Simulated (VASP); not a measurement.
Wanted: the native input for a VASP 6.6.1 run.

```
Task                   : single point
Functional             : PBE
Potentials or basis    : VASP PAW PBE potentials, release 64 (Sr_sv, Hf_pv, O)
Cutoff                 : 520 eV
k mesh                 : 6 × 6 × 6
Occupations            : gaussian, width 0.02 eV
Spin                   : no spin polarisation
Dipole correction      : no
Further INCAR settings : ALGO = Normal; EDIFF = 1e-07; NBANDS = 40
```

The structure of SrHf2O5 lies in POSCAR:

```
SrHf2O5
1.0
    2.0514656909     -6.6920860329      0.0000000000
    2.0514656909      6.6920860329      0.0000000000
    0.0000000000      0.0000000000      4.0978417072
Sr Hf O
1 2 5
Direct
    0.0000000000      0.0000000000      0.0000000000
    0.6549570349      0.3450429651      0.5000000000
    0.3450429651      0.6549570349      0.5000000000
    0.6324479400      0.3675520600      0.0000000000
    0.1798919571      0.8201080429      0.5000000000
    0.8201080429      0.1798919571      0.5000000000
    0.3675520600      0.6324479400      0.0000000000
    0.5000000000      0.5000000000      0.5000000000
```

The input as run:

INCAR

```
ALGO = Normal
EDIFF = 1E-7
ENCUT = 520
GGA = PE
ISIF = 2
ISMEAR = 0
LASPH = True
LCHARG = True
LELF = True
LREAL = False
LVHAR = True
LWAVE = False
NBANDS = 40
NELM = 60
PREC = Accurate
SIGMA = 0.02
```

KPOINTS

```
k-points
0
Gamma
  6 6 6
```

Potentials or basis: VASP PAW PBE potentials, release 64 (Sr_sv, Hf_pv, O).

Run with:

```sh
$ cat potpaw_PBE.64/Sr_sv/POTCAR potpaw_PBE.64/Hf_pv/POTCAR potpaw_PBE.64/O/POTCAR > POTCAR
$ mpirun -np 1 vasp_std > vasp.out
```

It gave:

```
Pressure               : -1.7 GPa
Largest force          : 0.076 eV/Å
Band gap on the k mesh : 3.31 eV, indirect (least direct gap 3.58 eV)
```

Caveat: spin-orbit coupling is left out, which moves the levels of the heavy elements.

Wall time 3.5 min on 1 thread of Intel(R) Xeon(R) 6975P-C (Granite Rapids) (shared host), peak memory 0.4 GiB.
